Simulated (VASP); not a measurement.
# CsH2: relaxation of cell and atoms with PBE

Crystal: CsH2.

```xyz
6
Lattice="5.7501 0.0000 0.0000 0.0000 5.7501 0.0000 0.0000 0.0000 3.7036" Properties=species:S:1:pos:R:3 pbc="T T T"
Cs    0.0000    0.0000    0.0000
Cs    2.8750    2.8750    1.8518
H     1.7595    1.7595    0.0000
H     1.1155    4.6345    1.8518
H     3.9905    3.9905    0.0000
H     4.6345    1.1155    1.8518
```

- Program: VASP 6.6.1
- Task: relaxation of cell and atoms
- Functional: PBE
- Potentials or basis: VASP PAW PBE potentials, release 64 (Cs_sv, H)
- Cutoff: 600 eV
- k mesh: 4 × 4 × 6
- Occupations: gaussian, width 0.1 eV
- Spin: no spin polarisation
- Dipole correction: no
- Further INCAR settings: ALGO = Normal; EDIFF = 1e-06; IBRION = 2; EDIFFG = -0.04; NSW = 90; ISIF = 3

```
Relaxed volume                        : 31.06 Å³/atom
Relaxed cell                          : a = 6.414 Å, b = 6.414 Å, c = 4.531 Å, α = 90.00°, β = 90.00°, γ = 90.00°
Space group after relaxing (to 0.1 Å) : P4_2/mnm (No. 136)
Energy gained by relaxing             : 183.8 meV/atom
Ionic steps                           : 6
Pressure after relaxing               : 0.0 GPa
Largest force after relaxing          : 0.035 eV/Å
Band gap on the k mesh                : zero (bands 11 and 12 overlap by 0.65 eV)
```

Forces on the atoms (eV/Å):
```
Cs   0.000  0.000  0.000
Cs   0.000  0.000  0.000
H    0.025  0.025  0.000
H   -0.025  0.025  0.000
H   -0.025 -0.025  0.000
H    0.025 -0.025  0.000
```

Stress tensor (GPa, compression positive):
```
-0.04  0.00  0.00
 0.00 -0.04  0.00
 0.00  0.00  0.08
```

Step by step:
```csv
step,energy change (eV),largest force (eV/Å),pressure (GPa),volume (Å³)
1,0.0000,0.1854,7.52,122.45
2,-0.6633,0.0465,3.66,140.18
3,-1.0268,0.0185,1.12,164.09
4,-1.0130,0.0330,-0.73,219.36
5,-1.0981,0.0363,-0.21,193.17
6,-1.1025,0.0353,0.00,186.39
```

Final structure:
```cif
data_structure
_symmetry_space_group_name_H-M 'P 1'
_symmetry_Int_Tables_number 1
_cell_length_a 6.4139
_cell_length_b 6.4139
_cell_length_c 4.5308
_cell_angle_alpha 90.000
_cell_angle_beta 90.000
_cell_angle_gamma 90.000
_cell_volume 186.39
loop_
_atom_site_label
_atom_site_type_symbol
_atom_site_fract_x
_atom_site_fract_y
_atom_site_fract_z
_atom_site_occupancy
Cs1 Cs 0.00000 0.00000 0.00000 1
Cs2 Cs 0.50000 0.50000 0.50000 1
H1 H 0.30243 0.30243 0.00000 1
H2 H 0.19757 0.80243 0.50000 1
H3 H 0.69757 0.69757 0.00000 1
H4 H 0.80243 0.19757 0.50000 1
```

Levels at points of the mesh, in eV from the Fermi level:
```csv
k point,band 9,band 10,band 11,band 12,band 13,band 14
"(0.00, 0.00, 0.00)",-1.55,-0.80,0.34,0.34,3.69,4.58
"(0.50, 0.00, 0.00)",-0.71,-0.71,-0.23,-0.23,4.81,4.81
"(0.50, 0.50, 0.00)",-1.04,-1.04,0.22,0.22,5.09,5.09
"(0.00, 0.00, 0.50)",-0.32,-0.32,-0.31,-0.31,5.17,5.17
"(0.50, 0.00, 0.50)",-0.87,-0.87,0.33,0.33,4.09,4.09
"(0.50, 0.50, 0.50)",-0.42,-0.42,-0.15,-0.15,4.41,4.41
```

It took 120 s on 1 thread of Intel(R) Xeon(R) 6975P-C (Granite Rapids), on a shared host, peak memory 0.27 GiB.

Caveat: the volume moved by over 15 % at a fixed basis, so the end points are rough; spin-orbit coupling is left out, which moves the levels of the heavy elements.
